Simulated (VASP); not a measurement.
The system is Ga3BAs2.

```
Ga B As
1.0
     5.94627    0.00000    0.00000
    -2.97313    5.14962    0.00000
     0.00000    0.00000    3.40639
Ga B As
3 1 2
Direct
  0.50000 0.00000 0.50000
  0.50000 0.50000 0.50000
  0.00000 0.50000 0.50000
  0.00000 0.00000 0.00000
  0.33333 0.66667 0.00000
  0.66667 0.33333 0.00000
```

The cell was generated, and may not be a known phase.

```yaml
Program: VASP 6.6.1
Task: relaxation of cell and atoms
Functional: PBE
Potentials_or_basis: VASP PAW PBE potentials, release 64 (Ga_d, B, As)
Cutoff: 600 eV
k_mesh: 3 × 3 × 6
Occupations: gaussian, width 0.1 eV
Spin: no spin polarisation
```

At the start: pressure 21.8 GPa; volume 17.38 Å³/atom.

Problem. Where does the relaxation end?

Solution. Over 10 steps the energy falls by 286.8 meV/atom and the volume is 23.07 Å³/atom (+32.7 %); space group P6/mmm (No. 191, to 0.1 Å) before and after.

Step by step:
```
step  energy change (eV)  largest force (eV/Å)  pressure (GPa)  volume (Å³)
   1              0.0000                0.0000           21.77       104.31
   2             -1.6268                0.0000           -2.38       144.14
   3             -1.7007                0.0000            0.27       134.81
   4             -1.7011                0.0000            0.05       135.48
   5             -1.7049                0.0000            0.08       135.68
   6             -1.7161                0.0000            0.21       136.27
   7             -1.7141                0.0000            0.24       137.33
   8             -1.7209                0.0000            0.24       136.79
   9             -1.7209                0.0000            0.26       136.76
  10             -1.7208                0.0000           -0.22       138.41
```

Final structure:
```
Ga B As
1.0
     6.58899    0.00000    0.00000
    -3.29449    5.70623    0.00000
     0.00000    0.00000    3.68130
Ga B As
3 1 2
Direct
  0.50000 0.00000 0.50000
  0.50000 0.50000 0.50000
  0.00000 0.50000 0.50000
  0.00000 0.00000 0.00000
  0.33333 0.66667 0.00000
  0.66667 0.33333 0.00000
```

Caveat: the k points lie up to 0.37 Å⁻¹ apart in the final cell, too coarse for converged energies and pressures of a metal; the volume moved by over 15 % at a fixed basis, so the end points are rough.
